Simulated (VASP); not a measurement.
BF:

```
CELL_PARAMETERS angstrom
-1.62113 1.62113 2.02583
1.62113 -1.62113 2.02583
1.62113 1.62113 -2.02583
ATOMIC_POSITIONS crystal
B 0.99837 0.99566 0.01297
F 0.51132 0.50064 0.98974
```

Base run:

* Program: VASP 6.6.1
* Functional: PBE
* Potentials or basis: VASP PAW PBE potentials, release 64 (B, F)
* Cutoff: 520 eV
* k mesh: 14 × 14 × 16
* Occupations: methfessel-paxton, width 0.05 eV
* Spin: no spin polarisation

Its results: band gap on the k mesh 0.12 eV, indirect (least direct gap 0.12 eV); pressure 12.7 GPa; largest force 0.660 eV/Å.

Task: After a change of settings the same cell gave: band gap on the k mesh 0.59 eV, indirect (least direct gap 0.60 eV); pressure 12.4 GPa; largest force 0.656 eV/Å. Which change was it?
A. k mesh from 14 × 14 × 16 to 9 × 9 × 10
B. k mesh from 14 × 14 × 16 to 12 × 12 × 13
C. k mesh from 14 × 14 × 16 to 8 × 8 × 8

Result: C.
